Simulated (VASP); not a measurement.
Here is a VASP 6.6.1 calculation.

The input POSCAR:

```
SiC
1.0
    2.9830955520      0.0000000000      0.0000000000
   -1.4915477760      2.5834365300      0.0000000000
    0.0000000000      0.0000000000      5.0762051791
Si C
2 2
Direct
    0.3333333333      0.6666666667      0.0016304307
    0.6666666667      0.3333333333      0.5016304307
    0.3333333333      0.6666666667      0.3733695693
    0.6666666667      0.3333333333      0.8733695693
```

INCAR.step1

```
  ALGO = Normal
  EDIFF = 1E-4
  ENCUT = 520
  GGA = PE
  ISMEAR = 0
  LASPH = True
  LCHARG = False
  LREAL = False
  LWAVE = True
  NBANDS = 16
  NELM = 80
  PREC = Accurate
  SIGMA = 0.01
```

The input INCAR.step2:

```
  ALGO = Normal
  EDIFF = 1E-7
  ENCUT = 520
  ISIF = 2
  ISMEAR = 0
  ISTART = 1
  LASPH = True
  LCHARG = False
  LMIXTAU = True
  LREAL = False
  LWAVE = False
  METAGGA = R2SCAN
  NBANDS = 16
  NELM = 80
  PREC = Accurate
  SIGMA = 0.01
```

KPOINTS

```
k-points
0
Gamma
  12 12 6
```

Potentials or basis: VASP PAW PBE potentials, release 64 (Si, C).

Launch:

```console
$ cat potpaw_PBE.64/Si/POTCAR potpaw_PBE.64/C/POTCAR > POTCAR
$ cp INCAR.step1 INCAR
$ mpirun -np 1 vasp_std > vasp.out
$ cp INCAR.step2 INCAR
$ mpirun -np 1 vasp_std > vasp.out
```

Task: What does it give for the pressure?

Result: 14.1 GPa.

Task: Predict the band gap on the k mesh.

Result: 2.26 eV (least direct gap 4.90 eV).

Forces in eV/Å, atoms in the order of the input:
```
Si   0.000  0.000 -0.002
Si   0.000  0.000 -0.002
C    0.000  0.000  0.002
C    0.000  0.000  0.002
```

Caveat: the cell differs from its parent crystal (epitaxial xy strain -3.0%); the cell stands under pressure; the PAW data sets were made with another functional, which shifts forces and pressure a little. A k mesh can miss the band edges.
